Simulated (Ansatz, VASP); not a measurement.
AlN in VASP and in Ansatz

INCAR

```
SYSTEM = AlN
ALGO = Normal
EDIFF = 1E-8
ENCUT = 520
GGA = PE
GGA_COMPAT = .FALSE.
ISIF = 2
ISMEAR = -1
LASPH = .TRUE.
LCHARG = .FALSE.
LEFG = .TRUE.
LREAL = .FALSE.
LWAVE = .FALSE.
NBANDS = 11
NELM = 120
PREC = Accurate
SIGMA = 0.02
```

Contents of KPOINTS:

```
k-points
0
G
  15 15 15
  0 0 0
```

File POSCAR:

```
AlN
1.0
    0.0000000000      1.9690000000      1.9690000000
    1.9690000000      0.0000000000      1.9690000000
    1.9690000000      1.9690000000      0.0000000000
Al N
1 1
Direct
    0.0000000000      0.0000000000      0.0000000000
    0.5000000000      0.5000000000      0.5000000000
```

Input for Ansatz:

```yaml
crystal:
  lattice:
    - [0.0, 1.969, 1.969]
    - [1.969, 0.0, 1.969]
    - [1.969, 1.969, 0.0]
  atoms:
    - { symbol: Al, position: [0.0, 0.0, 0.0] }
    - { symbol: "N", position: [0.5, 0.5, 0.5] }
kpoints:
  mp_grid: { grid: [15, 15, 15] }
scf:
  occupations: { method: fermi_dirac, width: 0.02 }
hamiltonian:
  xc: pbe
  pseudopotentials: { kind: paw, frozen_core: stored }
output:
  forces: true
  stress: true
  populations: true
  efg: { quadrupole_moments_barn: { Al: 0.1466, "N": 0.02044 } }
  write_density: true
  write_potential: true
  elf: true
  volumetric_format: npy
```

Alike in both runs: task electric field gradients; functional PBE; k mesh 15 × 15 × 15; occupations fermi-dirac, width 0.02 eV; no spin polarisation.

```csv
,VASP,Ansatz
version,VASP 6.6.1,Ansatz 0.2.0
potentials or method,"VASP PAW PBE potentials, release 64 (Al, N)","plane-wave PAW, scalar-relativistic"
plane-wave cutoff (eV),520,420
valence electrons in the cell,8,8
```

Ansatz gave:

- gap on the k mesh at the Fermi level (eV): 5.19

Problem. Estimate VASP's values.

Solution. gap on the k mesh at the Fermi level (eV): 5.20.
